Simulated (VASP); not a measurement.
# ZnSn2N2 (P-4m2) in VASP: settings compared

ZnSn2N2 is run at these levels: PBEsol, PBE; tasks: single point.

Program: VASP 6.6.1. These are calculated values, not measurements. Logs are shortened: lines on timing, memory, paths and dates and some standing lists are left out, and cuts for length are marked.

## Step 1: The cell of the first run

The structure is tetragonal, space group P-4m2 (No. 115). The conventional cell has a = 3.352 Å, b = 3.352 Å, c = 8.064 Å, α = 90.00°, β = 90.00°, γ = 90.00°. Sn (site symmetry 2mm) has 2 N at 2.12 Å within 2.8 Å. Within 2.7 Å of Zn (site symmetry -4m2) lie 4 N at 2.05 Å. Within 2.7 Å of N (site symmetry 2mm) lie 2 Zn at 2.05 Å and 2 Sn at 2.12 Å.

## Step 2: Single point, PBEsol

The input, INCAR:

```
PREC     = Accurate       # precision mode
ENCUT    = 600            # plane-wave cutoff, eV
EDIFF    = 1E-6           # SCF threshold, eV
ISMEAR   = -1             # smearing method
SIGMA    = 0.05           # smearing width, eV
LREAL    = False          # projectors in reciprocal space
LASPH    = True           # aspherical terms in the spheres
NELM     = 120            # most SCF steps
ALGO     = Normal         # electronic algorithm
ISIF     = 2              # what is computed and relaxed
LWAVE    = False          # write WAVECAR
LCHARG   = False          # write CHGCAR
GGA      = PS             # functional
NBANDS   = 33             # bands
GGA_COMPAT= False
```

The input, KPOINTS:

```
regular mesh
0
Gamma
  8 8 4
```

The input, POSCAR:

```
ZnSn2N2
1.0
    3.3523260000      0.0000000000      0.0000000000
    0.0000000000      3.3523260000      0.0000000000
    0.0000000000      0.0000000000      8.0642090000
Sn Zn N
2 1 2
Direct
    0.5000000000      0.5000000000      0.3058270000
    0.5000000000      0.5000000000      0.6941730000
    0.0000000000      0.0000000000      0.0000000000
    0.0000000000      0.5000000000      0.8541900000
    0.5000000000      0.0000000000      0.1458100000
```

Potentials or basis: VASP PAW PBE potentials, release 64 (Sn_d, Zn, N).

On the command line:

```console
$ cat potpaw_PBE.64/Sn_d/POTCAR potpaw_PBE.64/Zn/POTCAR potpaw_PBE.64/N/POTCAR > POTCAR
$ mpirun -np 1 vasp_std > vasp.out
```

OUTCAR:

```text
PREC = Accurate
   ENCUT = 600
   EDIFF = 1E-6
   ISMEAR = -1
   LREAL = False
   LASPH = True
   NELM = 120
   ISIF = 2
   GGA = PS

 ion  position               nearest neighbor table
   1  0.500  0.500  0.306-   5 2.12   5 2.12   2 3.13
   2  0.500  0.500  0.694-   4 2.12   4 2.12   1 3.13
   3  0.000  0.000  0.000-   4 2.05   5 2.05   4 2.05   5 2.05
   4  0.000  0.500  0.854-   3 2.05   3 2.05   2 2.12   2 2.12
   5  0.500  0.000  0.146-   3 2.05   3 2.05   1 2.12   1 2.12

  LATTYP: Found a simple tetragonal cell.
 ALAT       =     3.3523260000
 C/A-ratio  =     2.4055563212

  Lattice vectors:

 A1 = (   3.3523260000,   0.0000000000,   0.0000000000)
 A2 = (   0.0000000000,   3.3523260000,   0.0000000000)
 A3 = (   0.0000000000,   0.0000000000,   8.0642090000)

Analysis of symmetry for initial positions (statically):
=====================================================================
 Subroutine PRICEL returns:
 Original cell was already a primitive cell.

 Routine SETGRP: Setting up the symmetry group for a
 simple tetragonal supercell.

 Subroutine GETGRP returns: Found  8 space group operations
 (whereof  8 operations were pure point group operations)
 out of a pool of 16 trial point group operations.

The static configuration has the point symmetry D_2d.

Analysis of symmetry for dynamics (positions and initial velocities):
=====================================================================
 Subroutine PRICEL returns:
 Original cell was already a primitive cell.

 Routine SETGRP: Setting up the symmetry group for a
 simple tetragonal supercell.

 Subroutine GETGRP returns: Found  8 space group operations
 (whereof  8 operations were pure point group operations)
 out of a pool of 16 trial point group operations.

The dynamic configuration has the point symmetry D_2d.

 Subroutine INISYM returns: Found  8 space group operations
 (whereof  8 operations are pure point group operations),
 and found     1 'primitive' translations

----------------------------------------------------------------------------------------

                                     Primitive cell

  volume of cell :      90.6263

  direct lattice vectors                    reciprocal lattice vectors
     3.352326000  0.000000000  0.000000000     0.298300344  0.000000000  0.000000000
     0.000000000  3.352326000  0.000000000     0.000000000  0.298300344  0.000000000
     0.000000000  0.000000000  8.064209000     0.000000000  0.000000000  0.124004723

  length of vectors
     3.352326000  3.352326000  8.064209000     0.298300344  0.298300344  0.124004723

  position of ions in fractional coordinates (direct lattice)
     0.500000000  0.500000000  0.305827000
     0.500000000  0.500000000  0.694173000
     0.000000000  0.000000000  0.000000000
     0.000000000  0.500000000  0.854190000
     0.500000000  0.000000000  0.145810000

  ion indices of the primitive-cell ions
   primitive index   ion index
                 1           1
                 2           2
                 3           3
                 4           4
                 5           5

----------------------------------------------------------------------------------------

 KPOINTS: regular mesh

Automatic generation of k-mesh.
 Grid dimensions read from file:
 generate k-points for:    8    8    4

 Generating k-lattice:

  Cartesian coordinates                     Fractional coordinates (reciprocal lattice)
     0.037287543  0.000000000  0.000000000     0.125000000  0.000000000  0.000000000
     0.000000000  0.037287543  0.000000000     0.000000000  0.125000000  0.000000000
     0.000000000  0.000000000  0.031001181     0.000000000  0.000000000  0.250000000

  Length of vectors
     0.037287543  0.037287543  0.031001181

  Shift w.r.t. Gamma in fractional coordinates (k-lattice)
     0.000000000  0.000000000  0.000000000

 Subroutine IBZKPT returns following result:
 ===========================================

 Found     45 irreducible k-points:

 Following reciprocal coordinates:
            Coordinates               Weight
  0.000000  0.000000  0.000000      1.000000
  0.125000  0.000000  0.000000      4.000000
  0.250000  0.000000  0.000000      4.000000
  0.375000  0.000000  0.000000      4.000000
  0.500000  0.000000  0.000000      2.000000
  0.125000  0.125000  0.000000      4.000000
[... 16 lines left out ...]
  0.375000  0.125000  0.250000     16.000000
  0.500000  0.125000  0.250000      8.000000
 [... further k-points ...]
   k-points           NKPTS =     45   k-points in BZ     NKDIM =     45   number of bands    NBANDS=     33
   number of dos      NEDOS =    301   number of ions     NIONS =      5
   total plane-waves  NPLWV =  50176
   dimension x,y,z NGX =    28 NGY =   28 NGZ =   64
   dimension x,y,z NGXF=    56 NGYF=   56 NGZF=  128
   ions per type =               2   1   2
   NGX,Y,Z   is equivalent  to a cutoff of  13.89, 13.89, 13.19 a.u.
   NGXF,Y,Z  is equivalent  to a cutoff of  27.77, 27.77, 26.39 a.u.
 SYSTEM =  unknown system
   PREC   = accura    normal or accurate (medium, high low for compatibility)
   ISTART =      0    job   : 0-new  1-cont  2-samecut
   ICHARG =      2    charge: 1-file 2-atom 10-const
   ISPIN  =      1    spin polarized calculation?
   LNONCOLLINEAR =      F non collinear calculations
   LSORBIT =      F    spin-orbit coupling
   LASPH  =      T    aspherical Exc in radial PAW
   ENCUT  =  600.0 eV  44.10 Ry    6.64 a.u.   6.70  6.70 16.11*2*pi/ulx,y,z
   NELM   =    120;   NELMIN=  2; NELMDL= -5     # of ELM steps
   EDIFF  = 0.1E-05   stopping-criterion for ELM
   LREAL  =      F    real-space projection
   EDIFFG = 0.1E-04   stopping-criterion for IOM
   NSW    =      0    number of steps for IOM
   IBRION =     -1    ionic relax: 0-MD 1-quasi-New 2-CG
   NFREE  =      0    steps in history (QN), initial steepest desc. (CG)
   ISIF   =      2    stress and relaxation
   ISYM   =      2    0-nonsym 1-usesym 2-fastsym
   POTIM  = 0.5000    time-step for ionic-motion
   TEBEG  =    0.0;   TEEND  =   0.0 temperature during run
   PSTRESS=    0.0 pullay stress
   NELECT =      50.0000    total number of electrons
   NUPDOWN=      -1.0000    fix difference up-down
   EMIN   =  10.00;   EMAX   =-10.00  energy-range for DOS
   EFERMI =   0.00;   METHOD = LEGACY
   ISMEAR =    -1;   SIGMA  =   0.05  broadening in eV -4-tet -1-fermi 0-gaus
   EFERMI_NEDOS =   21; number of points for ismear=-14 and -15
   IALGO  =     38    algorithm
   IMIX   =      4    mixing-type and parameters
     AMIX     =   0.40;   BMIX     =  1.00
     AMIX_MAG =   1.60;   BMIX_MAG =  1.00
  volume/ion in A,a.u.               =      18.13       122.32
  Fermi-wavevector in a.u.,A,eV,Ry     =   1.342703  2.537341 24.529295  1.802852
  Thomas-Fermi vector in A             =   2.470836
   LORBIT       =      0    0 simple, 1 ext, 2 COOP (PROOUT), +10 PAW based schemes
   GGA     = PS    functional components
   LHFCALC =     F    Hartree Fock is set to
   AEXX    =    0.0000 exact exchange contribution
   IVDW    =     0    specifies the selected vdW correction
   LEPSILON=     F    determine dielectric tensor
   LRPA    =     F    only Hartree local field effects (RPA)
 non-spin polarized calculation
  energy-cutoff  :      600.00
  volume of cell :       90.63
 maximum number of plane-waves:      3046
 NGX is ok and might be reduce to    28
   NGX = 13   NGY = 13   NGZ = 33

 number of electron      50.0000010 magnetization

 Free energy of the ion-electron system (eV)
  ---------------------------------------------------
  ext. energy  EPLUGINS =         0.00000000
  ---------------------------------------------------
  free energy    TOTEN  =       -26.31746728 eV

  energy without entropy =      -26.30357035  energy(sigma->0) =      -26.31051881

 E-fermi :   5.1925     XC(G=0): -10.4242

 val. band max:        5.1888432139   @ k =   0.2500   0.2500   0.2500
 cond. band min:       5.2592314687   @ k =   0.3750   0.3750   0.2500
 fundamental gap:      0.0703882548
 Fermi energy:         5.1924701720

 k-point     1 :       0.0000    0.0000    0.0000
  band No.  band energies     occupation
      1     -16.0841      2.00000
      2     -16.0816      2.00000
      3     -15.9443      2.00000
      4     -15.8798      2.00000
      5     -15.8798      2.00000
      6     -15.8245      2.00000
[... 25 lines left out ...]
     32      12.8159      0.00000
     33      12.8688      0.00000

 k-point     2 :       0.1250    0.0000    0.0000
  band No.  band energies     occupation
      1     -16.0673      2.00000
      2     -16.0656      2.00000
      3     -15.9393      2.00000
      4     -15.8953      2.00000
      5     -15.8790      2.00000
      6     -15.8341      2.00000
[... 25 lines left out ...]
     32      12.9089      0.00000
     33      13.4603      0.00000

 k-point     3 :       0.2500    0.0000    0.0000
  band No.  band energies     occupation
      1     -16.0402      2.00000
      2     -16.0306      2.00000
      3     -15.9550      2.00000
      4     -15.8942      2.00000
      5     -15.8770      2.00000
      6     -15.8542      2.00000
[... 25 lines left out ...]
     32      13.1994      0.00000
     33      13.9464      0.00000

 k-point     4 :       0.3750    0.0000    0.0000
  band No.  band energies     occupation
      1     -16.0448      2.00000
      2     -16.0017      2.00000
      3     -15.9732      2.00000
      4     -15.8761      2.00000
      5     -15.8750      2.00000
      6     -15.8596      2.00000
[... 673 lines left out ...]
     32      12.5042      0.00000
     33      13.6776      0.00000

 k-point    23 :       0.3750    0.1250    0.2500
  band No.  band energies     occupation
      1     -16.0405      2.00000
      2     -15.9849      2.00000
      3     -15.9575      2.00000
      4     -15.8824      2.00000
      5     -15.8751      2.00000
      6     -15.8535      2.00000
[... 25 lines left out ...]
     32      12.3585      0.00000
     33      13.4285      0.00000

 k-point    24 :       0.5000    0.1250    0.2500
  band No.  band energies     occupation
      1     -16.0548      2.00000
      2     -15.9765      2.00000
      3     -15.9549      2.00000
      4     -15.8821      2.00000
      5     -15.8791      2.00000
      6     -15.8510      2.00000
[... 25 lines left out ...]
     32      12.7278      0.00000
     33      12.9535      0.00000

 [... further k-points ...]

------------------------ aborting loop because EDIFF is reached ----------------------------------------

  FORCE on cell =-STRESS in cart. coord.  units (eV):
  Direction    XX          YY          ZZ          XY          YZ          ZX
  --------------------------------------------------------------------------------------
  -------------------------------------------------------------------------------------
  Total       -2.3058725     -2.3058725     -2.7322063      0.0000000      0.0000000     -0.0000000
  in kB      -40.7653912    -40.7653912    -48.3025219      0.0000000      0.0000000     -0.0000000
  external PRESSURE =     -43.2777681 kB  Pullay stress =       0.0000000 kB

 VOLUME and BASIS-vectors are now :
 -----------------------------------------------------------------------------
  energy-cutoff  :      600.00
  volume of cell :       90.63
      direct lattice vectors                 reciprocal lattice vectors
     3.352326000  0.000000000  0.000000000     0.298300344  0.000000000  0.000000000
     0.000000000  3.352326000  0.000000000     0.000000000  0.298300344  0.000000000
     0.000000000  0.000000000  8.064209000     0.000000000  0.000000000  0.124004723

 POSITION                                       TOTAL-FORCE (eV/Angst)
 -----------------------------------------------------------------------------------
      1.67616      1.67616      2.46625         0.000000      0.000000     -0.139082
      1.67616      1.67616      5.59796        -0.000000     -0.000000      0.139082
      0.00000      0.00000      0.00000         0.000000     -0.000000     -0.000000
      0.00000      1.67616      6.88837         0.000000     -0.000000      0.046749
      1.67616      0.00000      1.17584         0.000000     -0.000000     -0.046749
 -----------------------------------------------------------------------------------
    total drift:                                0.000000      0.000000      0.000000

  FREE ENERGIE OF THE ION-ELECTRON SYSTEM (eV)
  ---------------------------------------------------
  free  energy   TOTEN  =       -26.3174672800 eV

  energy  without entropy=      -26.3035703452  energy(sigma->0) =      -26.31051881
```

Run time: 64 s. Hardware: 1 thread of Intel Xeon 6975P-C (Granite Rapids), shared host; peak memory 0.31 GiB.

What came out:

```yaml
Free_energy: -26.3175 eV
Pressure: -4.3 GPa
Largest_force: 0.139 eV/Å
Band_gap_on_the_k_mesh: zero (bands 25 and 26 overlap by 1.54 eV)
```

Forces in eV/Å, atoms in the order of the input:
```
Sn   0.000  0.000 -0.139
Sn   0.000  0.000  0.139
Zn   0.000  0.000  0.000
N    0.000  0.000  0.047
N    0.000  0.000 -0.047
```

Levels at points of the mesh, in eV from the Fermi level:
```
           k point  band 23  band 24  band 25  band 26  band 27  band 28
(0.00, 0.00, 0.00)    -1.02    -1.02     0.44     0.79     3.26     5.64
(0.50, 0.00, 0.00)    -1.84    -0.84    -0.46    -0.22     2.00     4.46
(0.50, 0.50, 0.00)    -2.86    -2.21    -1.11    -1.11     1.48     4.04
(0.00, 0.00, 0.50)    -1.06    -1.06    -1.04     1.76     3.53     5.84
(0.50, 0.00, 0.50)    -1.84    -1.08    -0.84     0.64     2.68     3.90
(0.50, 0.50, 0.50)    -2.88    -2.04    -0.81    -0.81     1.07     3.16
```

Caveat: the cell stands under tension; the PAW data sets were made with another functional, which shifts forces and pressure a little; spin-orbit coupling is left out, which moves the levels of the heavy elements.

[end of part 1 of 2]
